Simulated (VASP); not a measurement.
A run of VASP 6.6.1:

Contents of INCAR:

```
SYSTEM = Be2P
ALGO = Normal
EDIFF = 1E-6
EDIFFG = -0.01
ENCUT = 600
GGA = PE
IBRION = 2
ISIF = 3
ISMEAR = 0
LASPH = .TRUE.
LCHARG = .FALSE.
LREAL = .FALSE.
LWAVE = .FALSE.
NELM = 60
NSW = 100
PREC = Accurate
SIGMA = 0.1
```

Contents of KPOINTS:

```
k-points
0
G
  12 12 12
  0 0 0
```

Contents of POSCAR:

```
Be2P
1.0
    1.7168213964      0.9912072954      7.4194321313
   -1.7168213964      0.9912072954      7.4194321313
    0.0000000000     -1.9824145907      7.4194321313
Be P
4 2
Direct
    0.1392861483      0.1392861483      0.1392861483
    0.9531916603      0.9531916603      0.9531916603
    0.8609105553      0.8609105553      0.8609105553
    0.0478241463      0.0478241463      0.0478241463
    0.7614550547      0.7614550547      0.7614550547
    0.5735147293      0.5735147293      0.5735147293
```

Potentials or basis: VASP PAW PBE potentials, release 64 (Be, P).

Command:

```sh
$ cat potpaw_PBE.64/Be/POTCAR potpaw_PBE.64/P/POTCAR > POTCAR
$ mpirun -np 1 vasp_std > vasp.out
```

Hardware: 1 thread of Intel(R) Xeon(R) 6975P-C (Granite Rapids) (shared host).

Task: How long does it take, and how much memory?

Result: It took 24 min on 1 thread of Intel(R) Xeon(R) 6975P-C (Granite Rapids) (shared host), peak memory 0.73 GiB. Counts: scf iterations 33, k points 189, ion steps 6.
